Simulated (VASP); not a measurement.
## Cd: single point with LDA

Cd:

```
Cd
1.0
     2.89689    0.00000    0.00000
    -1.44845    2.50878    0.00000
     0.00000    0.00000    5.53143
Cd
2
Direct
  0.33333 0.66667 0.25000
  0.66667 0.33333 0.75000
```

```
Program             : VASP 6.6.1
Task                : single point
Functional          : LDA
Potentials or basis : VASP PAW LDA potentials, release 64 (Cd_sv_GW)
Cutoff              : 540 eV
k mesh              : 18 × 18 × 8
Occupations         : fermi-dirac, width 0.05 eV
Spin                : no spin polarisation
```

```json
{
  "Pressure": "-2.2 GPa",
  "Band gap on the k mesh": "zero (bands 20 and 21 overlap by 4.81 eV)"
}
```

Stress tensor (GPa, compression positive):
```
-2.14  0.00  0.00
 0.00 -2.14  0.00
 0.00  0.00 -2.33
```

Levels at points of the mesh, in eV from the Fermi level:
```tsv
k point	band 16	band 17	band 18	band 19	band 20	band 21	band 22	band 23	band 24	band 25
(0.00, 0.00, 0.00)	-8.84	-8.84	-8.56	-8.56	-3.50	-3.22	10.25	14.00	15.20	15.27
(0.50, 0.00, 0.00)	-8.61	-8.24	-8.21	-2.58	-1.90	1.91	2.96	3.37	5.41	8.55
(0.00, 0.00, 0.50)	-8.68	-8.68	-8.68	-7.88	-7.88	3.60	3.60	14.26	14.26	16.30
(0.50, 0.00, 0.50)	-8.58	-8.23	-8.23	-1.81	-1.81	0.20	0.20	8.03	8.03	10.27
```

It took 71 s on 1 thread of Intel(R) Xeon(R) 6975P-C (Granite Rapids) (shared host), peak memory 0.3 GiB.
